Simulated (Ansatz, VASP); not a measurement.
As: VASP beside Ansatz

```xyz
2
Lattice="3.6700 0.0000 0.0000 -1.8350 3.1783 0.0000 0.0000 0.0000 28.0000" Properties=species:S:1:pos:R:3 pbc="T T T"
As    0.0000    2.1189   14.1490
As    1.8350    1.0594   13.8510
```

Alike in both runs: task single point; functional PBE; k mesh 9 × 9 × 1; occupations gaussian, width 0.02 eV; no spin polarisation.

|  | VASP | Ansatz |
| --- | --- | --- |
| version | VASP 6.6.1 | Ansatz 0.2.0 |
| potentials or method | VASP PAW PBE potentials, release 64 (As), cutoff 520 eV | scalar-relativistic, plane waves, PAW |
| valence electrons in the cell | 10 | 30 |

```tsv
	VASP	Ansatz	Ansatz less VASP
gap on the k mesh at the Fermi level (eV)	none	none	-
rms of the force components (eV/Å)	1.475	1.461	-0.0135
```

Atom by atom the forces differ by 0.014 eV/Å (rms over components). A gap of «none» marks a metal or a gap that the smearing closes. The functional is the same, so the differences come from potentials, cutoffs and numerics. VASP's potentials hold 10 valence electrons a cell and Ansatz's 30, so a difference there can come from the potentials and not from the codes.
